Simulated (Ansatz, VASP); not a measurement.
## Two plane-wave programs on Li2O

```
Li O
1.0
     0.00000    2.32685    2.32685
     2.32685    0.00000    2.32685
     2.32685    2.32685    0.00000
Li O
2 1
Direct
  0.75000 0.75000 0.75000
  0.25000 0.25000 0.25000
  0.00000 0.00000 0.00000
```

Alike in both runs: task electric field gradients; functional PBE; k mesh 6 × 6 × 6; occupations gaussian, width 0.1 eV; collinear spin.

|  | VASP | Ansatz |
| --- | --- | --- |
| version | VASP 6.6.1 | Ansatz 0.2.0 |
| potentials or method | VASP PAW PBE potentials, release 64 (Li_sv, O), cutoff 650 eV | scalar-relativistic, plane waves, PAW |
| valence electrons in the cell | 12 | 12 |

```csv
,VASP,Ansatz,Ansatz less VASP
gap on the k mesh at the Fermi level (eV),4.93,4.95,+0.015
least direct gap on the mesh (eV),5.11,5.11,-0.009
pressure (GPa),-1.9,-1.4,+0.52
net moment per atom (μB),0.00,0.00,0.000
```

Ansatz's warnings: no starting moments.
